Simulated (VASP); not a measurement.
**Be: single point with LDA**

Be:

```
Be
1.0
     0.00000    2.50568    2.50568
     2.50568    0.00000    2.50568
     2.50568    2.50568    0.00000
Be
2
Direct
  0.12500 0.12500 0.12500
  0.87500 0.87500 0.87500
```

This cell differs from its parent crystal: volume scaled by 1.12.

```yaml
Program: VASP 6.6.1
Task: single point
Functional: LDA
Potentials_or_basis: VASP PAW LDA potentials, release 64 (Be)
Cutoff: 520 eV
k_mesh: 13 × 13 × 13
Occupations: fermi-dirac, width 0.1 eV
Spin: no spin polarisation
Dipole_correction: no
Further_INCAR_settings: ALGO = Normal; EDIFF = 1e-06; NBANDS = 9
```

```
Pressure               : -4.4 GPa
Band gap on the k mesh : zero (band 2 reaches 5.73 eV, above the bottom of band 3 at 0.05 eV)
```

Levels at points of the mesh, in eV from the Fermi level:
```tsv
k point	band 1	band 2	band 3	band 4	band 5	band 6
(0.00, 0.00, 0.00)	-6.92	4.47	4.47	4.47	6.96	6.96
```

Wall time 10 s on 1 thread of Intel(R) Xeon(R) Platinum 8488C (Sapphire Rapids), on a shared host, peak memory 0.13 GiB.
